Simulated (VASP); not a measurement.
K2H:

```
CELL_PARAMETERS angstrom
-3.64242 3.64242 3.03196
3.64242 -3.64242 3.03196
3.64242 3.64242 -3.03196
ATOMIC_POSITIONS crystal
K 0.66700 0.16700 0.83400
K 0.16700 0.33300 0.50000
K 0.33300 0.83300 0.16600
K 0.83300 0.66700 0.50000
H 0.25000 0.25000 0.00000
H 0.75000 0.75000 0.00000
```

* Program: VASP 6.6.1
* Task: relaxation of cell and atoms
* Functional: PBE
* Potentials or basis: VASP PAW PBE potentials, release 64 (K_sv, H)
* Cutoff: 600 eV
* k mesh: 4 × 4 × 4
* Occupations: gaussian, width 0.1 eV
* Spin: no spin polarisation

At the start: pressure 3.8 GPa; volume 26.82 Å³/atom.

Task: Where does the relaxation end?

Result: Over 14 steps the energy falls by 187.8 meV/atom and the volume is 34.75 Å³/atom (+29.6 %); space group I4/mcm (No. 140, to 0.1 Å) before and after.

The path:
```tsv
step	energy change (eV)	largest force (eV/Å)	pressure (GPa)	volume (Å³)
1	0.0000	0.7380	3.79	160.90
2	-0.4484	0.5751	2.18	176.08
3	-0.8765	0.3417	0.12	209.92
4	-0.9086	0.2917	-0.26	221.07
5	-0.9111	0.2777	-0.37	224.63
6	-0.9440	0.2582	-0.31	221.51
7	-1.0180	0.2061	-0.08	212.29
8	-1.0494	0.1243	0.57	194.43
9	-1.0562	0.1440	0.37	199.09
10	-1.0914	0.1002	0.29	199.99
11	-1.1161	0.0388	0.18	201.47
12	-1.1163	0.0331	0.17	201.60
13	-1.1240	0.0262	0.04	204.85
14	-1.1268	0.0201	-0.10	208.49
```

Final structure:
```
K H
1.0
    -3.78094    3.78094    3.64599
     3.78094   -3.78094    3.64599
     3.78094    3.78094   -3.64599
K H
4 2
Direct
  0.71432 0.21432 0.92863
  0.21432 0.28568 0.50000
  0.28568 0.78568 0.07137
  0.78568 0.71432 0.50000
  0.25000 0.25000 0.00000
  0.75000 0.75000 0.00000
```

Caveat: the volume moved by over 15 % at a fixed basis, so the end points are rough.
